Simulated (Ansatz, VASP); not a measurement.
**One calculation of Si, two programs**

```
Si
1.0
     0.00000    2.66004    2.66004
     2.66004    0.00000    2.66004
     2.66004    2.66004    0.00000
Si
2
Direct
  0.50000 0.50000 0.50000
  0.75000 0.75000 0.75000
```

Change from the starting cell: volume scaled by 0.94.

Alike in both runs: task single point; functional PBE; k mesh 11 × 11 × 11; occupations fermi-dirac, width 0.08 eV; no spin polarisation.

|  | VASP | Ansatz |
| --- | --- | --- |
| version | VASP 6.6.1 | Ansatz 0.2.0 |
| potentials or method | VASP PAW PBE potentials, release 64 (Si), cutoff 520 eV | all-electron LAPW, scalar-relativistic |

|  | VASP | Ansatz | Ansatz less VASP |
| --- | --- | --- | --- |
| pressure (GPa) | 8.8 | 8.8 | +0.02 |

Ansatz ran all-electron here, and VASP with PAW potentials.
